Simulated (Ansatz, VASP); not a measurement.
**In6O: VASP beside Ansatz**

```
CELL_PARAMETERS angstrom
0.00000 4.77176 4.77176
4.77176 0.00000 4.77176
4.77176 4.77176 0.00000
ATOMIC_POSITIONS crystal
In 0.25456 0.74544 0.74544
In 0.74544 0.25456 0.25456
In 0.74544 0.25456 0.74544
In 0.25456 0.74544 0.25456
In 0.74544 0.74544 0.25456
In 0.25456 0.25456 0.74544
O 0.00000 0.00000 0.00000
```

Alike in both runs: functional PBE; k mesh 3 × 3 × 3; occupations gaussian, width 0.2 eV; no spin polarisation.

Ansatz relaxed the structure, and its values are those at the end. VASP's run is a single point on that final structure, the one shown.

```csv
,VASP,Ansatz
version,VASP 6.6.1,Ansatz 0.2.0
potentials or method,"VASP PAW PBE potentials, release 64 (In_d, O), cutoff 600 eV","scalar-relativistic, plane waves, PAW"
valence electrons in the cell,84,84
```

VASP gave:

| Property | Result |
| --- | --- |
| gap on the k mesh at the Fermi level (eV) | none |
| pressure (GPa) | 0.3 |
| rms of the force components (eV/Å) | 0.004 |

What did Ansatz give for the same quantities?

gap on the k mesh at the Fermi level (eV): none; pressure (GPa): 0.3; rms of the force components (eV/Å): 0.001.

A gap of «none» marks a metal or a gap that the smearing closes. With one functional, cell and mesh, what is left measures potentials, basis and numerics.

The k mesh is coarse, so the values compare programs but aren't converged.
